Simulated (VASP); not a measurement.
Here is a VASP 6.6.1 calculation.

File INCAR:

```
SYSTEM = CoSi2
PREC     = Accurate       ! precision mode
ENCUT    = 520            ! plane-wave cutoff, eV
EDIFF    = 1E-8           ! SCF threshold, eV
ISMEAR   = 0              ! smearing method
SIGMA    = 0.05           ! smearing width, eV
LREAL    = .FALSE.        ! projectors in reciprocal space
LASPH    = .TRUE.         ! aspherical terms in the spheres
NELM     = 80             ! most SCF steps
ALGO     = Normal         ! electronic algorithm
ISIF     = 2              ! what is computed and relaxed
LWAVE    = .FALSE.        ! write WAVECAR
LCHARG   = .FALSE.        ! write CHGCAR
GGA      = PE             ! functional
LEFG     = .TRUE.       
NBANDS   = 16             ! bands
```

The input KPOINTS:

```
regular mesh
0
G
  12 12 12
  0 0 0
```

File POSCAR:

```
CoSi2
1.0
    0.0000000000      2.6780000000      2.6780000000
    2.6780000000      0.0000000000      2.6780000000
    2.6780000000      2.6780000000      0.0000000000
Co Si
1 2
Direct
    0.0000000000      0.0000000000      0.0000000000
    0.2500000000      0.2500000000      0.2500000000
    0.7500000000      0.7500000000      0.7500000000
```

Potentials or basis: VASP PAW PBE potentials, release 64 (Co, Si).

Launch:

```console
$ cat potpaw_PBE.64/Co/POTCAR potpaw_PBE.64/Si/POTCAR > POTCAR
$ mpirun -np 1 vasp_std > vasp.out
```

What does it give for the pressure?

0.2 GPa.

Caveat: without QUAD_EFG the Cq values of the log hold for a quadrupole moment of 1 mb, not for the nuclei. Spin polarisation is off, so any magnetic state and its effect on volume and gap are missing.
